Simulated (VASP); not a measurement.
Te5Pd, 6 atoms in the cell. It takes space group R32 (No. 155, trigonal). The conventional cell has a = 7.569 Å, b = 7.569 Å, c = 10.712 Å, α = 90.00°, β = 90.00°, γ = 120.00°. Within 3.9 Å of Te (site symmetry 3) lie 7 Te at 2.99 to 3.88 Å and 1 Pd at 3.81 Å. Within 4.0 Å of Te (site symmetry 2) lie 2 Pd at 2.83 Å and 10 Te at 2.99 to 3.99 Å. Pd (site symmetry 32) has 8 Te at 2.83 to 3.81 Å within 3.9 Å. The cell was generated, and may not be a known phase.

* Program: VASP 6.6.1
* Task: single point
* Functional: PBE
* Potentials or basis: VASP PAW PBE potentials, release 64 (Te, Pd)
* Cutoff: 520 eV
* k mesh: 6 × 6 × 6
* Occupations: gaussian, width 0.1 eV
* Spin: no spin polarisation
* Dipole correction: no
* Further INCAR settings: ALGO = Normal; EDIFF = 1e-07; NBANDS = 29

Potentials or basis: VASP PAW PBE potentials, release 64 (Te, Pd).

Command:

```console
$ cat potpaw_PBE.64/Te/POTCAR potpaw_PBE.64/Pd/POTCAR > POTCAR
$ mpirun -np 1 vasp_std > vasp.out
```

Hardware: 1 thread of Intel(R) Xeon(R) 6975P-C (Granite Rapids), on a shared host.

How long does it take, and how much memory?

It took 75 s on 1 thread of Intel(R) Xeon(R) 6975P-C (Granite Rapids), on a shared host, peak memory 0.34 GiB. Counts: scf iterations 16, k points 32.
